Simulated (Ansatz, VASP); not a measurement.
Two plane-wave programs on TaSi2

```
CELL_PARAMETERS angstrom
4.78390 0.00000 0.00000
-2.39195 4.14298 0.00000
0.00000 0.00000 6.37290
ATOMIC_POSITIONS crystal
Ta 0.50000 0.00000 0.00000
Ta 0.50000 0.50000 0.66667
Ta 0.00000 0.50000 0.33333
Si 0.15813 0.31627 0.00000
Si 0.84187 0.15813 0.66667
Si 0.68373 0.84187 0.33333
Si 0.84187 0.68373 0.00000
Si 0.15813 0.84187 0.66667
Si 0.31627 0.15813 0.33333
```

Change from the starting cell: z stretched by -3 %, ions relaxed.

Alike in both runs: functional PBE; k mesh 11 × 11 × 7; occupations fermi-dirac, width 0.05 eV; no spin polarisation.

Ansatz relaxed the structure, and its values are those at the end. VASP's run is a single point on that final structure, the one shown.

|  | VASP | Ansatz |
| --- | --- | --- |
| version | VASP 6.6.1 | Ansatz 0.2.0 |
| potentials or method | VASP PAW PBE potentials, release 64 (Ta_pv, Si) | plane-wave PAW, scalar-relativistic |
| plane-wave cutoff (eV) | 520 | 420 |
| valence electrons in the cell | 57 | 63 |

```csv
,VASP,Ansatz,Ansatz less VASP
pressure (GPa),10.1,10.0,-0.13
```

With one functional, cell and mesh, what is left measures potentials, basis and numerics. VASP's potentials hold 57 valence electrons a cell and Ansatz's 63, so a difference there can come from the potentials and not from the codes. Ansatz's warnings: stress scf threshold loose.

Spin-orbit coupling is off throughout.
